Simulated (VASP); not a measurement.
CdH, 2 atoms in the cell. Symmetry: Pm-3m, No. 221, cubic system. The conventional cell has a = 3.029 Å, b = 3.029 Å, c = 3.029 Å, α = 90.00°, β = 90.00°, γ = 90.00°. Within 3.5 Å of Cd (site symmetry m-3m) lie 8 H at 2.62 Å and 6 Cd at 3.03 Å. H (site symmetry m-3m) has 8 Cd at 2.62 Å and 6 H at 3.03 Å within 3.5 Å. 

```yaml
Program: VASP 6.6.1
Task: single point
Functional: PBE
Potentials_or_basis: VASP PAW PBE potentials, release 64 (Cd, H)
Cutoff: 520 eV
k_mesh: 18 × 18 × 18
Occupations: gaussian, width 0.1 eV
Spin: no spin polarisation
Dipole_correction: no
Further_INCAR_settings: ALGO = Normal; EDIFF = 1e-06; NBANDS = 14
```

Potentials or basis: VASP PAW PBE potentials, release 64 (Cd, H).

Command:

```console
$ cat potpaw_PBE.64/Cd/POTCAR potpaw_PBE.64/H/POTCAR > POTCAR
$ mpirun -np 1 vasp_std > vasp.out
```

Hardware: 1 thread of Intel(R) Xeon(R) Platinum 8259CL CPU @ 2.50GHz (Skylake/Cascade Lake), on a shared host.

Estimate the wall time of this run.

It took 31 s on 1 thread of Intel(R) Xeon(R) Platinum 8259CL CPU @ 2.50GHz (Skylake/Cascade Lake) (shared host), peak memory 0.2 GiB. Counts: scf iterations 11, k points 220.
